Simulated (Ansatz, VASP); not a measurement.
## ZrS2 in VASP and in Ansatz

The input POSCAR:

```
ZrS2
1.0
    3.7478870667      0.0000000000      0.0000000000
   -1.8739435333      3.2457654103      0.0000000000
    0.0000000000      0.0000000000      5.9739933996
Zr S
1 2
Direct
    0.0000000000      0.0000000000      0.0000000000
    0.3333333333      0.6666666667      0.2363139764
    0.6666666667      0.3333333333      0.7636860236
```

File INCAR.step1:

```
SYSTEM = ZrS2
PREC = Accurate
ENCUT = 400
EDIFF = 1E-5
ISMEAR = 0
SIGMA = 0.01
LREAL = .FALSE.
LASPH = .TRUE.
NELM = 120
ALGO = Normal
ISIF = 2
LWAVE = .TRUE.
NBANDS = 19
GGA = PE
GGA_COMPAT = .FALSE.
```

File INCAR.step2:

```
SYSTEM = ZrS2
PREC = Accurate
ENCUT = 400
EDIFF = 1E-6
ISMEAR = 0
SIGMA = 0.01
LREAL = .FALSE.
LASPH = .TRUE.
NELM = 120
ALGO = Normal
ISIF = 2
LWAVE = .FALSE.
LCHARG = .TRUE.
GGA = PE
LHFCALC = .TRUE.
HFSCREEN = 0.2079
PRECFOCK = Normal
LELF = .TRUE.
LVHAR = .TRUE.
NBANDS = 19
ISTART = 1
GGA_COMPAT = .FALSE.
```

File KPOINTS:

```
Automatic mesh
0
G
  6 6 4
  0 0 0
```

Input for Ansatz:

```yaml
crystal:
  lattice:
    - [3.7478870667, 0.0, 0.0]
    - [-1.8739435333, 3.2457654103, 0.0]
    - [0.0, 0.0, 5.9739933996]
  atoms:
    - { symbol: Zr, position: [0.0, 0.0, 0.0] }
    - { symbol: S, position: [0.3333333333, 0.6666666667, 0.2363139764] }
    - { symbol: S, position: [0.6666666667, 0.3333333333, 0.7636860236] }
kpoints:
  mp_grid: { grid: [6, 6, 4] }
  band_path:
    path:
      - [0.0, 0.0, 0.0]
      - [0.5, 0.0, 0.0]
      - [0.3333333333, 0.3333333333, 0.0]
      - [0.0, 0.0, 0.5]
      - [0.5, 0.0, 0.5]
      - [0.3333333333, 0.3333333333, 0.5]
      - [-0.125, 0.0625, 0.0]
      - [0.0, 0.5, 0.5]
    npoints: 1
hamiltonian:
  xc: hse06
scf:
  occupations: { method: fixed }
  n_extra_bands: 4
output:
  forces: true
  stress: true
  eigenvalues: true
  write_density: true
  write_potential: true
  elf: true
  volumetric_format: npy
```

Change from the starting cell: hydrostatic strain +2.0%.

Alike in both runs: task single point; functional HSE06; k mesh 6 × 6 × 4; no spin polarisation.

|  | VASP | Ansatz |
| --- | --- | --- |
| version | VASP 6.6.1 | Ansatz 0.2.0 |
| potentials or method | VASP PAW PBE potentials, release 64 (Zr_sv, S) | plane waves, PAW |
| plane-wave cutoff (eV) | 400 | 420 |
| occupations | gaussian, width 0.01 eV | fixed |
| valence electrons in the cell | 24 | 24 |

|  | VASP | Ansatz | Ansatz less VASP |
| --- | --- | --- | --- |
| gap on the k mesh at the Fermi level (eV) | 1.92 | 1.93 | +0.004 |
| pressure (GPa) | -2.4 | -2.3 | +0.10 |
| traceless stress, the component that is largest in VASP (GPa) | 2.11 | 2.07 | -0.045 |
| rms of the force components (eV/Å) | 0.085 | 0.087 | +0.0018 |

Atom by atom the forces differ by 0.002 eV/Å (rms over components). Ansatz's warnings: stress exchange threshold loose, stress scf threshold loose.
